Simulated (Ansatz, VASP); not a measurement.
# InAs in VASP and in Ansatz

File INCAR:

```
SYSTEM = InAs
PREC = Accurate
ENCUT = 520
EDIFF = 1E-6
ISMEAR = 0
SIGMA = 0.15
LREAL = .False.
LASPH = .True.
NELM = 80
ALGO = Normal
ISIF = 2
LWAVE = .False.
LCHARG = .True.
GGA = PE
LELF = .True.
LVHAR = .True.
NBANDS = 16
```

KPOINTS

```
Automatic mesh
0
Gamma
  14 14 14
  0 0 0
```

The input POSCAR:

```
InAs
1.0
    0.0000000000      3.0240000000      3.1449600000
    3.0240000000      0.0000000000      3.1449600000
    3.0240000000      3.0240000000      0.0000000000
In As
1 1
Direct
    0.0000000000      0.0000000000      0.0000000000
    0.7500000000      0.7500000000      0.7500000000
```

Input for Ansatz:

```yaml
crystal:
  lattice:
    - [0.0, 3.024, 3.14496]
    - [3.024, 0.0, 3.14496]
    - [3.024, 3.024, 0.0]
  atoms:
    - { symbol: In, position: [0.0, 0.0, 0.0] }
    - { symbol: As, position: [0.75, 0.75, 0.75] }
basis:
  ecutwfc: 420
kpoints:
  mp_grid: { grid: [14, 14, 14] }
hamiltonian:
  xc: pbe
scf:
  occupations: { method: gaussian, width: 0.15 }
output:
  forces: true
  stress: true
  eigenvalues: true
```

Change from the starting cell: strain +0.000 along x and y, +0.040 along z, atoms carried along.

Alike in both runs: task single point; functional PBE; k mesh 14 × 14 × 14; occupations gaussian, width 0.15 eV; no spin polarisation.

|  | VASP | Ansatz |
| --- | --- | --- |
| version | VASP 6.6.1 | Ansatz 0.2.0 |
| potentials or method | VASP PAW PBE potentials, release 64 (In_d, As), cutoff 520 eV | scalar-relativistic, plane waves, PAW |
| valence electrons in the cell | 18 | 28 |

|  | VASP | Ansatz | Ansatz less VASP |
| --- | --- | --- | --- |
| gap on the k mesh at the Fermi level (eV) | none | none | - |
| pressure (GPa) | 1.5 | 1.5 | -0.05 |
| traceless stress, the component that is largest in VASP (GPa) | -0.93 | -0.93 | -0.001 |

A gap of «none» marks a metal or a gap that the smearing closes. The functional is the same, so the differences come from potentials, cutoffs and numerics. VASP's potentials hold 18 valence electrons a cell and Ansatz's 28, so a difference there can come from the potentials and not from the codes.
